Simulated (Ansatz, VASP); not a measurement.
**Two plane-wave programs on BAs**

Contents of INCAR:

```
SYSTEM = BAs
  PREC = Accurate
  ENCUT = 500
  EDIFF = 1E-6
  ISMEAR = -1
  SIGMA = 0.05
  LREAL = .False.
  LASPH = .True.
  NELM = 120
  ALGO = Normal
  ISIF = 2
  LWAVE = .False.
  LCHARG = .True.
  GGA = PS
  LELF = .True.
  LVHAR = .True.
  NBANDS = 11
  GGA_COMPAT = .False.
```

The input KPOINTS:

```
regular mesh
0
Gamma
  6 6 6
  0 0 0
```

Contents of POSCAR:

```
BAs
1.0
    0.0000000000      2.3918676038      2.3918676038
    2.3918676038      0.0000000000      2.3918676038
    2.3918676038      2.3918676038      0.0000000000
B As
1 1
Direct
    0.0000000000      0.0000000000      0.0000000000
    0.2500000000      0.2500000000      0.2500000000
```

Input for Ansatz:

```yaml
crystal:
  lattice:
    - [0.0, 2.3918676038, 2.3918676038]
    - [2.3918676038, 0.0, 2.3918676038]
    - [2.3918676038, 2.3918676038, 0.0]
  atoms:
    - { symbol: B, position: [0.0, 0.0, 0.0] }
    - { symbol: As, position: [0.25, 0.25, 0.25] }
kpoints:
  mp_grid: { grid: [6, 6, 6] }
hamiltonian:
  xc: pbesol
scf:
  occupations: { method: fermi_dirac, width: 0.05 }
  n_extra_bands: 4
output:
  forces: true
  stress: true
  eigenvalues: true
```

Alike in both runs: task single point; functional PBEsol; k mesh 6 × 6 × 6; occupations fermi-dirac, width 0.05 eV; no spin polarisation.

|  | VASP | Ansatz |
| --- | --- | --- |
| version | VASP 6.6.1 | Ansatz 0.2.0 |
| potentials or method | VASP PAW PBE potentials, release 64 (B, As) | plane waves |
| plane-wave cutoff (eV) | 500 | 420 |
| valence electrons in the cell | 8 | 18 |

```csv
,VASP,Ansatz,Ansatz less VASP
pressure (GPa),-0.5,-1.3,-0.84
```

VASP's potentials were made for PBE, not for PBEsol. VASP's potentials hold 8 valence electrons a cell and Ansatz's 18, so a difference there can come from the potentials and not from the codes.
